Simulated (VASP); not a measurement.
Runs of VASP 6.6.1 on Se. The structure is that of space group Cmcm (No. 63), or close to it. The cells are those of the table. 

| cell | gap on the mesh (eV) | pressure (GPa) | largest force (eV/Å) |
| --- | --- | --- | --- |
| a = 4.340, b = 4.340, c = 4.613 Å, angles 90.0, 90.0, 143.3°, 2 atoms | none | (a) | 0.16 |
| a = 4.223, b = 4.223, c = 4.613 Å, angles 90.0, 90.0, 140.8°, 2 atoms | none | 1.0 | 0.09 |
| a = 4.307, b = 4.307, c = 4.613 Å, angles 90.0, 90.0, 142.6°, 2 atoms | none | 2.1 | 0.09 |
| a = 4.256, b = 4.256, c = 4.613 Å, angles 90.0, 90.0, 141.6°, 2 atoms | none | 1.4 | 0.02 |

Alike in all rows: task single point; level PBE; potentials or basis VASP PAW PBE potentials, release 64 (Se); no spin polarisation; k mesh 18 × 18 × 10; cutoff (eV) 520; smearing gaussian 0.15 eV.

Question: Fill in the values left out.

Answer: (a) 2.7.

A k mesh can miss the band edges, and the runs leave out spin-orbit coupling on Se.

A gap of «none» marks levels without a gap at the run's occupations.
